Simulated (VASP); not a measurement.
Runs of VASP 6.6.1 on Pb. The structure is that of space group P6_3/mmc (No. 194), or close to it. The cells are those of the table. This isn't the form of Pb at room conditions, which is fcc.

| task | level | cell | k mesh | smearing | gap on the mesh (eV) | pressure (GPa) |
| --- | --- | --- | --- | --- | --- | --- |
| single point | PBE | a = 3.506, b = 3.506, c = 5.506 Å, angles 90.0, 90.0, 120.0°, 2 atoms | 14 × 14 × 8 | fermi-dirac 0.08 eV | none | 4.1 |
| single point | PBE | a = 3.480, b = 3.480, c = 5.590 Å, angles 90.0, 90.0, 120.0°, 2 atoms | 4 × 4 × 2 | fermi-dirac 0.08 eV | none | 2.4 |
| electric field gradients | PBE | a = 3.480, b = 3.480, c = 5.590 Å, angles 90.0, 90.0, 120.0°, 2 atoms | 7 × 7 × 4 | fermi-dirac 0.08 eV | none | 3.8 |
| electric field gradients | revPBE | a = 3.506, b = 3.506, c = 5.506 Å, angles 90.0, 90.0, 120.0°, 2 atoms | 14 × 14 × 8 | tetrahedron | none | 5.6 |
| electric field gradients | PBE | a = 3.480, b = 3.480, c = 5.590 Å, angles 90.0, 90.0, 120.0°, 2 atoms | 14 × 14 × 8 | fermi-dirac 0.08 eV | none | 4.0 |
| single point | PBE | a = 3.480, b = 3.480, c = 5.590 Å, angles 90.0, 90.0, 120.0°, 2 atoms | 10 × 10 × 6 | fermi-dirac 0.08 eV | none | 3.9 |
| single point | PBE | a = 3.480, b = 3.480, c = 5.590 Å, angles 90.0, 90.0, 120.0°, 2 atoms | 7 × 7 × 4 | fermi-dirac 0.08 eV | none | 3.8 |
| single point | PBE | a = 3.533, b = 3.533, c = 5.422 Å, angles 90.0, 90.0, 120.0°, 2 atoms | 14 × 14 × 8 | fermi-dirac 0.08 eV | none | 4.3 |
| electric field gradients | PBE | a = 3.503, b = 3.503, c = 5.627 Å, angles 90.0, 90.0, 120.0°, 2 atoms | 14 × 14 × 8 | fermi-dirac 0.08 eV | none | (a) |
| electric field gradients | PBE | a = 3.480, b = 3.480, c = 5.590 Å, angles 90.0, 90.0, 120.0°, 2 atoms | 4 × 4 × 2 | fermi-dirac 0.08 eV | none | 2.4 |
| electric field gradients | PBE | a = 3.506, b = 3.506, c = 5.506 Å, angles 90.0, 90.0, 120.0°, 2 atoms | 14 × 14 × 8 | fermi-dirac 0.08 eV | none | 4.1 |
| electric field gradients | PBE | a = 3.533, b = 3.533, c = 5.422 Å, angles 90.0, 90.0, 120.0°, 2 atoms | 14 × 14 × 8 | fermi-dirac 0.08 eV | none | 4.3 |

Alike in all rows: potentials or basis VASP PAW PBE potentials, release 64 (Pb_d); no spin polarisation; cutoff (eV) 520.

Question: Fill in the values left out.

Answer: (a) 2.9.

Caveats: some runs use coarse meshes; spin-orbit coupling is left out, which moves the levels of the heavy elements; the cell stands under pressure (at least some runs); the PAW data sets were made with another functional, which shifts forces and pressure a little (at least some runs); tetrahedron occupations give inexact forces and stress in metals (at least some runs).

A k mesh can miss the band edges, and the runs leave out spin-orbit coupling on Pb.

A gap of «none» marks levels without a gap at the run's occupations.
